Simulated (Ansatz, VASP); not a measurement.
## AlRu: VASP beside Ansatz

```
Al Ru
1.0
     2.99160    0.00000    0.00000
     0.00000    2.99160    0.00000
     0.00000    0.00000    2.93177
Al Ru
1 1
Direct
  0.00000 0.00000 0.00000
  0.50000 0.50000 0.50000
```

Change from the starting cell: strain -0.0200 x Voigt [0, 0, 1, 0, 0, 0], atoms carried along.

Alike in both runs: task single point; functional PBE; k mesh 16 × 16 × 16; occupations gaussian, width 0.15 eV; no spin polarisation.

|  | VASP | Ansatz |
| --- | --- | --- |
| version | VASP 6.6.1 | Ansatz 0.2.0 |
| potentials or method | VASP PAW PBE potentials, release 64 (Al, Ru_pv), cutoff 520 eV | scalar-relativistic, plane waves, PAW |
| valence electrons in the cell | 17 | 19 |

```tsv
	VASP	Ansatz	Ansatz less VASP
gap on the k mesh at the Fermi level (eV)	none	none	-
pressure (GPa)	7.2	7.2	+0.03
traceless stress, the component that is largest in VASP (GPa)	2.52	2.51	-0.004
```

A gap of «none» marks a metal or a gap that the smearing closes. The functional is the same, so the differences come from potentials, cutoffs and numerics. VASP's potentials hold 17 valence electrons a cell and Ansatz's 19, so a difference there can come from the potentials and not from the codes.
